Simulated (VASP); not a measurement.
NiS:

```xyz
4
Lattice="3.4250 0.0000 0.0000 -1.7125 2.9661 0.0000 0.0000 0.0000 5.3400" Properties=species:S:1:pos:R:3 pbc="T T T"
Ni    0.0000    0.0000    0.0000
Ni    0.0000    0.0000    2.6700
S     0.0000    1.9774    1.3350
S     1.7125    0.9887    4.0050
```

Program: VASP 6.6.1. Alike in all runs: task single point; level LDA; potentials or basis VASP PAW LDA potentials, release 64 (Ni, S); spin collinear, ferromagnetic start; cell as given; k mesh 9 × 9 × 5; cutoff (eV) 520; smearing fermi-dirac 0.1 eV.

Order these runs on this cell by their pressure, lowest first.
A. fixed moment (μB) 0.9
B. fixed moment (μB) 3.6
C. fixed moment (μB) 2.7

A (-11.8 GPa), C (-8.1 GPa), B (-4.7 GPa).

Caveats: the total moment is fixed, so each spin has its own Fermi level and the state may be an excited one; the cell stands under tension (at least some runs); the stress differs along the axes, from -15 to -10 GPa (at least some runs).
